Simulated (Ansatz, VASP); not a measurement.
**Na4H in VASP and in Ansatz**

INCAR

```
PREC     = Accurate       # precision mode
ENCUT    = 400            # plane-wave cutoff, eV
EDIFF    = 1E-6           # SCF threshold, eV
ISMEAR   = 0              # smearing method
SIGMA    = 0.1            # smearing width, eV
LREAL    = False          # projectors in reciprocal space
LASPH    = True           # aspherical terms in the spheres
NELM     = 120            # most SCF steps
ALGO     = Normal         # electronic algorithm
ISIF     = 2              # what is computed and relaxed
LWAVE    = False          # write WAVECAR
LCHARG   = False          # write CHGCAR
LDIPOL   = True         
IDIPOL   = 3            
DIPOL    = 0.5 0.5 0.286
GGA      = PE             # functional
NBANDS   = 40             # bands
GGA_COMPAT= False        
NELMDL   = -8
```

Contents of KPOINTS:

```
Automatic mesh
0
Gamma
  4 4 1
```

The input POSCAR:

```
Na4H
1.0
    7.2665054626      0.0000000000      0.0000000000
   -2.4221684875      6.8509270508      0.0000000000
    0.0000000000      0.0000000000     20.9665384335
Na H
8 2
Direct
    0.2500000000      0.2500000000      0.1907801811
    0.2500000000      0.7500000000      0.1907801811
    0.7500000000      0.2500000000      0.1907801811
    0.7500000000      0.7500000000      0.1907801811
    0.0000000000      0.0000000000      0.3322693660
    0.0000000000      0.5000000000      0.3322693660
    0.5000000000      0.0000000000      0.3322693660
    0.5000000000      0.5000000000      0.3322693660
    0.0854033960      0.3333333333      0.3842569654
    0.2479299373      0.3333333333      0.3842569654
```

Input for Ansatz:

```yaml
crystal:
  lattice:
    - [7.2665054626, 0.0, 0.0]
    - [-2.4221684875, 6.8509270508, 0.0]
    - [0.0, 0.0, 20.9665384335]
  atoms:
    - { symbol: Na, position: [0.25, 0.25, 0.1907801811] }
    - { symbol: Na, position: [0.25, 0.75, 0.1907801811] }
    - { symbol: Na, position: [0.75, 0.25, 0.1907801811] }
    - { symbol: Na, position: [0.75, 0.75, 0.1907801811] }
    - { symbol: Na, position: [0.0, 0.0, 0.332269366] }
    - { symbol: Na, position: [0.0, 0.5, 0.332269366] }
    - { symbol: Na, position: [0.5, 0.0, 0.332269366] }
    - { symbol: Na, position: [0.5, 0.5, 0.332269366] }
    - { symbol: H, position: [0.085403396, 0.3333333333, 0.3842569654] }
    - { symbol: H, position: [0.2479299373, 0.3333333333, 0.3842569654] }
basis:
  ecutwfc: 420
kpoints:
  mp_grid: { grid: [4, 4, 1] }
hamiltonian:
  xc: pbe
scf:
  occupations: { method: gaussian, width: 0.1 }
output:
  forces: true
  eigenvalues: true
efield:
  axis: 3
  dipole_correction: true
  ramp_width: 0.04
```

Alike in both runs: task single point; functional PBE; k mesh 4 × 4 × 1; occupations gaussian, width 0.1 eV; no spin polarisation.

```csv
,VASP,Ansatz
version,VASP 6.6.1,Ansatz 0.2.0
potentials or method,"VASP PAW PBE potentials, release 64 (Na_pv, H), cutoff 400 eV","scalar-relativistic, plane waves, PAW"
valence electrons in the cell,58,74
```

```tsv
	VASP	Ansatz	Ansatz less VASP
gap on the k mesh at the Fermi level (eV)	none	none	-
rms of the force components (eV/Å)	0.560	0.555	-0.0054
```

Atom by atom the forces differ by 0.006 eV/Å (rms over components). A gap of «none» marks a metal or a gap that the smearing closes. VASP's potentials hold 58 valence electrons a cell and Ansatz's 74, so a difference there can come from the potentials and not from the codes.
